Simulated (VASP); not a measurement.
Input of a VASP 6.6.1 run:

File INCAR:

```
SYSTEM = AlRu
ALGO = Normal ; EDIFF = 1E-7
ENCUT = 520 ; GGA = PE
ISIF = 2 ; ISMEAR = -1
LASPH = .TRUE. ; LCHARG = .TRUE.
LELF = .TRUE. ; LREAL = .FALSE.
LVHAR = .TRUE. ; LWAVE = .FALSE.
NBANDS = 16 ; NELM = 60
PREC = Accurate ; SIGMA = 0.05
```

The input KPOINTS:

```
k-points
0
G
  10 10 10
  0 0 0
```

File POSCAR:

```
AlRu
1.0
    3.0502737196      0.0000000000      0.0000000000
    0.0000000000      3.0502737196      0.0000000000
    0.0000000000      0.0000000000      3.0502737196
Al Ru
1 1
Direct
    0.0000000000      0.0000000000      0.0000000000
    0.5000000000      0.5000000000      0.5000000000
```

Potentials or basis: VASP PAW PBE potentials, release 64 (Al, Ru_pv).

Command:

```console
$ cat potpaw_PBE.64/Al/POTCAR potpaw_PBE.64/Ru_pv/POTCAR > POTCAR
$ mpirun -np 1 vasp_std > vasp.out
```

(1) Predict the pressure.

## Answers

(1) -8.5 GPa.
